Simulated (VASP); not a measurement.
Set up this calculation in VASP 6.6.1, as the native input.

- Task: single point
- Functional: PBEsol
- Potentials or basis: VASP PAW PBE potentials, release 64 (Li_sv, Nb_sv, O)
- Cutoff: 520 eV
- k mesh: 6 × 6 × 4
- Occupations: gaussian, width 0.02 eV
- Spin: no spin polarisation
- Dipole correction: no
- Further INCAR settings: ALGO = Normal; EDIFF = 1e-06; NBANDS = 40

The structure of Li5NbO5 lies in POSCAR:

```
Li5NbO5
1.0
    4.9688799578     -2.0641063712     -0.0325769731
    4.9688799578      2.0641063712     -0.0325769731
   -1.9548531109      0.0000000000      5.4206491428
Li Nb O
5 1 5
Direct
    0.7123472904      0.7123472904      0.3382169123
    0.6910898148      0.6910898148      0.8628586819
    0.0000000000      0.0000000000      0.5000000000
    0.3089101852      0.3089101852      0.1371413181
    0.2876527096      0.2876527096      0.6617830877
    0.0000000000      0.0000000000      0.0000000000
    0.8574091979      0.8574091979      0.1728951794
    0.8410524048      0.8410524048      0.6819505238
    0.5000000000      0.5000000000      0.0000000000
    0.1589475952      0.1589475952      0.3180494762
    0.1425908021      0.1425908021      0.8271048206
```

This cell differs from its parent crystal: biaxial strain in the a-b plane: +3.0 %, then relaxed in part.

One way to write it, as run:

INCAR

```
SYSTEM = Li5NbO5
ALGO = Normal
EDIFF = 1E-6
ENCUT = 520
GGA = PS
ISIF = 2
ISMEAR = 0
LASPH = .TRUE.
LCHARG = .FALSE.
LREAL = .FALSE.
LWAVE = .FALSE.
NBANDS = 40
NELM = 80
PREC = Accurate
SIGMA = 0.02
```

KPOINTS

```
k-points
0
G
  6 6 4
  0 0 0
```

Potentials or basis: VASP PAW PBE potentials, release 64 (Li_sv, Nb_sv, O).

Launch:

```bash
$ cat potpaw_PBE.64/Li_sv/POTCAR potpaw_PBE.64/Nb_sv/POTCAR potpaw_PBE.64/O/POTCAR > POTCAR
$ mpirun -np 1 vasp_std > vasp.out
```

Results of the run:

* Largest force: 0.022 eV/Å
* Band gap on the k mesh: 3.12 eV (least direct gap 3.25 eV)

Caveat: the cell differs from its parent crystal (biaxial strain in the a-b plane: +3.0 %, then relaxed in part); the PAW data sets were made with another functional, which shifts forces and pressure a little.

Wall time 4.3 min on 1 thread of AMD EPYC 7R13 Processor (Zen 3), on a shared host, peak memory 0.32 GiB.
